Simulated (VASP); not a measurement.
Here is a VASP 6.6.1 calculation.

Contents of POSCAR:

```
P
1.0
    3.2837277200      0.0000000000      0.0000000000
    0.0000000000     34.8570309900      0.0000000000
    0.0000000000      0.0000000000      4.7247264042
P
4
Direct
    0.0000000000      0.9702614300      0.5921507200
    0.0000000000      0.0297385700      0.4078492800
    0.5000000000      0.0297385700      0.0921507200
    0.5000000000      0.9702614300      0.9078492800
```

INCAR.step1

```
SYSTEM = P
PREC = Accurate
ENCUT = 520
ISMEAR = 0
SIGMA = 0.05
LREAL = .FALSE.
LASPH = .TRUE.
NELM = 80
NBANDS = 18
GGA = PE
ALGO = Normal
EDIFF = 1E-4
LWAVE = .TRUE.
LCHARG = .FALSE.
```

The input INCAR.step2:

```
SYSTEM = P
PREC = Accurate
ENCUT = 520
EDIFF = 1E-6
ISMEAR = 0
SIGMA = 0.05
LREAL = .FALSE.
LASPH = .TRUE.
NELM = 80
ALGO = Normal
ISIF = 2
LWAVE = .FALSE.
LCHARG = .FALSE.
METAGGA = R2SCAN
LMIXTAU = .TRUE.
NBANDS = 18
ISTART = 1
```

Contents of KPOINTS:

```
regular mesh
0
G
  8 1 6
  0 0 0
```

Potentials or basis: VASP PAW PBE potentials, release 64 (P).

Launch:

```bash
$ cat potpaw_PBE.64/P/POTCAR > POTCAR
$ cp INCAR.step1 INCAR
$ mpirun -np 1 vasp_std > vasp.out
$ cp INCAR.step2 INCAR
$ mpirun -np 1 vasp_std > vasp.out
```

**Question.** Estimate the largest force.

**Answer.** 0.294 eV/Å.

**Question.** Predict the band gap on the k mesh.

**Answer.** 1.26 eV.

Forces on the atoms (eV/Å):
```
P    0.000  0.045  0.290
P    0.000 -0.045 -0.290
P    0.000 -0.045  0.290
P    0.000  0.045 -0.290
```

Caveat: the cell differs from its parent crystal (strain +0.0200 x Voigt [0, 0, 1, 0, 0, 0]); there is no dipole correction, which matters where the two faces differ; the PAW data sets were made with another functional, which shifts forces and pressure a little.
